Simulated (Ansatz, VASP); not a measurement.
Two plane-wave programs on Li

```
Li
1.0
     9.86190    0.00000    0.00000
     0.00000    3.11964    0.00000
     0.00000    0.00000    5.25760
Li
8
Direct
  0.24982 0.25000 0.59207
  0.25018 0.75000 0.09207
  0.74982 0.25000 0.90793
  0.75018 0.75000 0.40793
  0.99980 0.75000 0.74935
  0.50020 0.25000 0.24935
  0.49980 0.75000 0.75065
  0.00020 0.25000 0.25065
```

Alike in both runs: functional PBE; k mesh 6 × 10 × 8; occupations gaussian, width 0.1 eV; no spin polarisation.

Ansatz relaxed the structure, and its values are those at the end. VASP's run is a single point on that final structure, the one shown.

|  | VASP | Ansatz |
| --- | --- | --- |
| version | VASP 6.6.1 | Ansatz 0.2.0 |
| potentials or method | VASP PAW PBE potentials, release 64 (Li_sv), cutoff 520 eV | scalar-relativistic, plane waves, PAW |
| valence electrons in the cell | 24 | 24 |

```tsv
	VASP	Ansatz	Ansatz less VASP
gap on the k mesh at the Fermi level (eV)	none	none	-
rms of the force components (eV/Å)	0.004	0.004	0.0000
```

A gap of «none» marks a metal or a gap that the smearing closes.

Noted on VASP's run: the cutoff is under 1.25 times that of the potentials, so the pressure is a little rough.
